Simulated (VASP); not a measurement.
A run of VASP 6.6.1 is set up as follows.

INCAR

```
SYSTEM = AlFe
  PREC = Accurate
  ENCUT = 600
  EDIFF = 1E-6
  ISMEAR = -1
  SIGMA = 0.1
  LREAL = .FALSE.
  LASPH = .TRUE.
  NELM = 200
  ALGO = Normal
  ISIF = 2
  LWAVE = .FALSE.
  LCHARG = .FALSE.
  ISPIN = 2
  MAGMOM = 2 -2 -2 2 0 0 0 0
  LORBIT = 11
  LMAXMIX = 4
  GGA = PE
  NBANDS = 36
  GGA_COMPAT = .FALSE.
```

KPOINTS

```
regular mesh
0
G
  1 1 1
  0 0 0
```

The input POSCAR:

```
AlFe
1.0
    6.1951931340      0.0000000000      0.0000000000
    0.0000000000      6.1951931340      0.0000000000
    0.0000000000      0.0000000000      3.0975965660
Fe Al
4 4
Direct
    0.0054509800     -0.0034117650      0.0241960780
   -0.0087450980      0.5067843140      0.0289019610
    0.5092156860      0.0045882350      0.0275686270
    0.4958823530      0.4955686270      0.0131372550
    0.2541960780      0.2529411760      0.5278823530
    0.2549019610      0.7532549020      0.5187058820
    0.7456470590      0.2463529410      0.5292941180
    0.7403921570      0.7504313730      0.5258431370
```

Potentials or basis: VASP PAW PBE potentials, release 64 (Fe, Al).

The run is started by

```sh
$ cat potpaw_PBE.64/Fe/POTCAR potpaw_PBE.64/Al/POTCAR > POTCAR
$ mpirun -np 1 vasp_gam > vasp.out
```

(1) What does it give for the net moment?

(2) Estimate the pressure.

(3) Predict the largest force.

(4) What does it give for the site moments?

Answers

(1) 0.37 μB per cell.

(2) -15.5 GPa.

(3) 0.414 eV/Å.

(4) Fe +2.61, -2.63, -2.02, +2.42; Al -0.00, +0.00 (each value once) μB.

Caveat: the k points lie up to 2.03 Å⁻¹ apart, too coarse for converged energies, forces and pressures; the antiferromagnetic order is the one typed at the start, and another may lie lower.
